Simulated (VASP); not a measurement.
A run of VASP 6.6.1 is set up as follows.

Contents of INCAR:

```
  PREC = Accurate
  ENCUT = 500
  EDIFF = 1E-7
  ISMEAR = 0
  SIGMA = 0.1
  LREAL = F
  LASPH = T
  NELM = 120
  ALGO = Normal
  ISIF = 3
  LWAVE = F
  LCHARG = F
  GGA = PE
  IBRION = 2
  NSW = 100
  EDIFFG = -0.01
  GGA_COMPAT = F
  NELMIN = 4
```

KPOINTS

```
Automatic mesh
0
Gamma
  12 12 10
```

POSCAR

```
Al
1.0
    2.2321440031     -4.0376662989      0.0000000000
    2.2321440031      4.0376662989      0.0000000000
    0.0000000000      0.0000000000      4.5375825654
Al
4
Direct
    0.1559982903      0.8440017097      0.0674522926
    0.6559982903      0.3440017097      0.4325477074
    0.8440017097      0.1559982903      0.9325477074
    0.3440017097      0.6559982903      0.5674522926
```

Potentials or basis: VASP PAW PBE potentials, release 64 (Al).

The run is started by

```sh
$ cat potpaw_PBE.64/Al/POTCAR > POTCAR
$ mpirun -np 1 vasp_std > vasp.out
```

Problem. Predict the relaxed volume.

Solution. 20.49 Å³/atom.

Problem. Predict the relaxed cell.

Solution. a = 4.605 Å, b = 4.605 Å, c = 4.576 Å, α = 90.00°, β = 90.00°, γ = 122.36°.

Problem. Predict the band gap on the k mesh.

Solution. Zero (bands 6 and 7 overlap by 0.87 eV).

Problem. Estimate the space group after relaxing (to 0.1 Å).

Solution. Cmce (No. 64).

Final structure:
```cif
data_structure
_symmetry_space_group_name_H-M 'P 1'
_symmetry_Int_Tables_number 1
_cell_length_a 4.6045
_cell_length_b 4.6045
_cell_length_c 4.5760
_cell_angle_alpha 90.000
_cell_angle_beta 90.000
_cell_angle_gamma 122.358
_cell_volume 81.95
loop_
_atom_site_label
_atom_site_type_symbol
_atom_site_fract_x
_atom_site_fract_y
_atom_site_fract_z
_atom_site_occupancy
Al1 Al 0.15571 0.84429 0.06762 1
Al2 Al 0.65571 0.34429 0.43238 1
Al3 Al 0.84429 0.15571 0.93238 1
Al4 Al 0.34429 0.65571 0.56762 1
```
